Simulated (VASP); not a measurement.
Set up this calculation in VASP 6.6.1, as the native input.

```yaml
Task: relaxation of cell and atoms
Functional: PBE
Potentials_or_basis: VASP PAW PBE potentials, release 64 (P)
Cutoff: 600 eV
k_mesh: 6 × 6 × 4
Occupations: gaussian, width 0.1 eV
Spin: no spin polarisation
Dipole_correction: no
Further_INCAR_settings: ALGO = Normal; EDIFF = 1e-06; IBRION = 2; EDIFFG = -0.04; NSW = 90; ISIF = 3
```

The structure of P lies in POSCAR:

```
P
1.0
    3.4009065300      0.0000000000      0.0000000000
   -1.7004532600      2.9452714500      0.0000000000
    0.0000000000      0.0000000000      3.9288043500
P
2
Direct
    0.3333333300      0.6666666700      0.0000000000
    0.6666666700      0.3333333300      0.0000000000
```

The cell was built from a structure type or drawn by symmetry, and may not be a known phase.

These files were run (other wordings do the same):

INCAR

```
PREC = Accurate
ENCUT = 600
EDIFF = 1E-6
ISMEAR = 0
SIGMA = 0.1
LREAL = F
LASPH = T
NELM = 60
ALGO = Normal
ISIF = 3
LWAVE = F
LCHARG = F
GGA = PE
IBRION = 2
NSW = 90
EDIFFG = -0.04
```

KPOINTS

```
regular mesh
0
Gamma
  6 6 4
```

Potentials or basis: VASP PAW PBE potentials, release 64 (P).

Command:

```sh
$ cat potpaw_PBE.64/P/POTCAR > POTCAR
$ mpirun -np 1 vasp_std > vasp.out
```

It gave:

```json
{
 "Relaxed volume": "17.63 Å³/atom",
 "Relaxed cell": "a = 4.031 Å, b = 4.031 Å, c = 2.505 Å, α = 90.00°, β = 90.00°, γ = 120.00°",
 "Space group after relaxing (to 0.1 Å)": "P6/mmm (No. 191)",
 "Pressure after relaxing": "0.0 GPa",
 "Band gap on the k mesh": "zero (bands 5 and 6 overlap by 5.10 eV)"
}
```

Caveat: the k points lie up to 0.63 Å⁻¹ apart in the final cell, too coarse for converged energies and pressures of a metal; a cell axis changed by over 15 % at a fixed basis, so the end point is rough.

It took 50 s on 1 thread of Intel(R) Xeon(R) 6975P-C (Granite Rapids), on a shared host, peak memory 0.16 GiB.
